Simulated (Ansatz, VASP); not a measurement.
One calculation of B, two programs

```
B
1.0
     2.44914    1.41401    4.17091
    -2.44914    1.41401    4.17091
     0.00000   -2.82802    4.17091
B
12
Direct
  0.00987 0.65442 0.00987
  0.00987 0.00987 0.65442
  0.65442 0.00987 0.00987
  0.34558 0.99013 0.99013
  0.99013 0.34558 0.99013
  0.99013 0.99013 0.34558
  0.22051 0.63176 0.22051
  0.22051 0.22051 0.63176
  0.63176 0.22051 0.22051
  0.36824 0.77949 0.77949
  0.77949 0.36824 0.77949
  0.77949 0.77949 0.36824
```

Alike in both runs: functional r2SCAN; k mesh 9 × 9 × 9; occupations gaussian, width 0.02 eV; no spin polarisation.

Ansatz relaxed the structure, and its values are those at the end. VASP's run is a single point on that final structure, the one shown.

|  | VASP | Ansatz |
| --- | --- | --- |
| version | VASP 6.6.1 | Ansatz 0.2.0 |
| potentials or method | VASP PAW PBE potentials, release 64 (B), cutoff 520 eV | scalar-relativistic, plane waves, PAW |
| valence electrons in the cell | 36 | 36 |

Ansatz gave:

| Quantity | Value |
| --- | --- |
| gap on the k mesh at the Fermi level (eV) | 1.63 |
| least direct gap on the mesh (eV) | 2.04 |
| pressure (GPa) | 0.0 |
| rms of the force components (eV/Å) | 0.000 |

Q: Which values does VASP return?

A: gap on the k mesh at the Fermi level (eV): 1.63; least direct gap on the mesh (eV): 2.04; pressure (GPa): 0.3; rms of the force components (eV/Å): 0.012.

VASP's potentials were made for PBE, not for r2SCAN.
